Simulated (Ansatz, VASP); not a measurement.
One calculation of AlCo3, two programs

The input INCAR:

```
PREC     = Accurate       # precision mode
ENCUT    = 520            # plane-wave cutoff, eV
EDIFF    = 1E-6           # SCF threshold, eV
ISMEAR   = 0              # smearing method
SIGMA    = 0.1            # smearing width, eV
LREAL    = False          # projectors in reciprocal space
LASPH    = True           # aspherical terms in the spheres
NELM     = 60             # most SCF steps
ALGO     = Normal         # electronic algorithm
ISIF     = 2              # what is computed and relaxed
LWAVE    = False          # write WAVECAR
LCHARG   = False          # write CHGCAR
GGA      = PS             # functional
NBANDS   = 23             # bands
```

KPOINTS

```
Automatic mesh
0
Gamma
  12 12 12
```

POSCAR

```
AlCo3
1.0
    3.5266319691      0.0000000000      0.0000000000
    0.0000000000      3.5266319691      0.0000000000
    0.0000000000      0.0000000000      3.5266319691
Al Co
1 3
Direct
    0.0000000000      0.0000000000      0.0000000000
    0.5000000000      0.5000000000      0.0000000000
    0.5000000000      0.0000000000      0.5000000000
    0.0000000000      0.5000000000      0.5000000000
```

Input for Ansatz:

```yaml
crystal:
  lattice:
    - [3.5266319691, 0.0, 0.0]
    - [0.0, 3.5266319691, 0.0]
    - [0.0, 0.0, 3.5266319691]
  atoms:
    - { symbol: Al, position: [0.0, 0.0, 0.0] }
    - { symbol: Co, position: [0.5, 0.5, 0.0] }
    - { symbol: Co, position: [0.5, 0.0, 0.5] }
    - { symbol: Co, position: [0.0, 0.5, 0.5] }
basis:
  ecutwfc: 420
kpoints:
  mp_grid: { grid: [12, 12, 12] }
hamiltonian:
  xc: pbesol
scf:
  occupations: { method: gaussian, width: 0.1 }
  lower_state_search: "off"
output:
  forces: true
  stress: true
  eigenvalues: true
```

Alike in both runs: task single point; functional PBEsol; k mesh 12 × 12 × 12; occupations gaussian, width 0.1 eV; no spin polarisation.

|  | VASP | Ansatz |
| --- | --- | --- |
| version | VASP 6.6.1 | Ansatz 0.2.0 |
| potentials or method | VASP PAW PBE potentials, release 64 (Al, Co), cutoff 520 eV | scalar-relativistic, plane waves, PAW |
| valence electrons in the cell | 30 | 54 |

```csv
,VASP,Ansatz,Ansatz less VASP
gap on the k mesh at the Fermi level (eV),none,none,-
pressure (GPa),-6.5,-6.3,+0.19
```

VASP's potentials were made for PBE, not for PBEsol. A gap of «none» marks a metal or a gap that the smearing closes. VASP's potentials hold 30 valence electrons a cell and Ansatz's 54, so a difference there can come from the potentials and not from the codes.
